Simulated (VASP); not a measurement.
Runs of VASP 6.6.1 on Ga. The structure is that of space group I4/mmm (No. 139), or close to it. The cells are those of the table. 

```tsv
task	level	potentials or basis	spin	cell	gap on the mesh (eV)	pressure (GPa)
electric field gradients	r2SCAN	VASP PAW PBE potentials, release 64 (Ga_d)	off	a = 2.985 Å, angles 123.9, 123.9, 83.4°, 1 atom	none	1.1
electric field gradients	PBE	VASP PAW PBE potentials, release 64 (Ga_d)	off	a = 2.955 Å, angles 123.9, 123.9, 83.4°, 1 atom	none	6.9
single point	PBE	VASP PAW PBE potentials, release 64 (Ga_d)	off	a = 2.985 Å, angles 123.9, 123.9, 83.4°, 1 atom	none	4.5
single point	PBE	VASP PAW PBE potentials, release 64 (Ga_d)	non-collinear, zero start, SOC	a = 2.985 Å, angles 123.9, 123.9, 83.4°, 1 atom	-	4.5
single point	LDA	VASP PAW LDA potentials, release 64 (Ga_d)	off	a = 2.985 Å, angles 123.9, 123.9, 83.4°, 1 atom	none	-1.5
electric field gradients	LDA	VASP PAW LDA potentials, release 64 (Ga_d)	off	a = 2.985 Å, angles 123.9, 123.9, 83.4°, 1 atom	none	(a)
```

Alike in all rows: k mesh 16 × 16 × 16; cutoff (eV) 520; smearing fermi-dirac 0.03 eV.

Task: Fill in the values left out.

Result: (a) -1.4.

Caveats: the PAW data sets were made with another functional, which shifts forces and pressure a little (some runs).

A k mesh can miss the band edges, and rows without SOC leave out spin-orbit coupling on Ga.

A gap of «none» marks levels without a gap at the run's occupations.
